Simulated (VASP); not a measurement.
A run of VASP 6.6.1 is set up as follows.

The input INCAR:

```
SYSTEM = Al3Cu
PREC = Accurate
ENCUT = 520
EDIFF = 1E-6
ISMEAR = 0
SIGMA = 0.15
LREAL = .FALSE.
LASPH = .TRUE.
NELM = 80
ALGO = Fast
ISIF = 2
LWAVE = .FALSE.
LCHARG = .TRUE.
GGA = PS
LELF = .TRUE.
LVHAR = .TRUE.
NBANDS = 18
```

File KPOINTS:

```
Automatic mesh
0
G
  18 18 8
  0 0 0
```

File POSCAR:

```
Al3Cu
1.0
    2.8580248249      0.0000000000      0.0000000000
    0.0000000000      2.8580248249      0.0000000000
    0.0000000000      0.0000000000      7.1918578126
Al Cu
3 1
Direct
    0.0000000000      0.0000000000      0.5000000000
    0.5000000000      0.5000000000      0.2206884206
    0.5000000000      0.5000000000      0.7793115794
    0.0000000000      0.0000000000      0.0000000000
```

Potentials or basis: VASP PAW PBE potentials, release 64 (Al, Cu).

Command:

```sh
$ cat potpaw_PBE.64/Al/POTCAR potpaw_PBE.64/Cu/POTCAR > POTCAR
$ mpirun -np 1 vasp_std > vasp.out
```

(1) Predict the pressure.

(2) Predict the band gap on the k mesh.

(3) Estimate the largest force.

Results:

(1) 0.2 GPa.

(2) zero (bands 10 and 11 overlap by 7.85 eV).

(3) 0.007 eV/Å.

Caveat: the stress differs along the axes, from -2 to 5 GPa; the PAW data sets were made with another functional, which shifts forces and pressure a little.
